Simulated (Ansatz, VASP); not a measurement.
One calculation of Au, two programs

```
Au
1.0
     2.91696    0.00000    0.00000
    -1.45848    2.52616    0.00000
     0.00000    0.00000    4.89003
Au
2
Direct
  0.14690 0.58314 0.75000
  0.85310 0.41686 0.25000
```

Change from the starting cell: mode 4 frozen in at -0.422 Å and mode 5 at -0.211 Å (largest displacements).

Alike in both runs: task single point; functional PBE; k mesh 18 × 18 × 10; occupations gaussian, width 0.15 eV; no spin polarisation.

```csv
,VASP,Ansatz
version,VASP 6.6.1,Ansatz 0.2.0
potentials or method,"VASP PAW PBE potentials, release 64 (Au), cutoff 500 eV","scalar-relativistic, plane waves, PAW"
valence electrons in the cell,22,38
```

|  | VASP | Ansatz | Ansatz less VASP |
| --- | --- | --- | --- |
| gap on the k mesh at the Fermi level (eV) | none | none | - |
| pressure (GPa) | 10.2 | 10.5 | +0.29 |
| traceless stress, the component that is largest in VASP (GPa) | 22.14 | 22.28 | +0.138 |
| rms of the force components (eV/Å) | 0.575 | 0.579 | +0.0038 |

Atom by atom the forces differ by 0.004 eV/Å (rms over components). A gap of «none» marks a metal or a gap that the smearing closes. VASP's potentials hold 22 valence electrons a cell and Ansatz's 38, so a difference there can come from the potentials and not from the codes.

Spin-orbit coupling is off throughout.
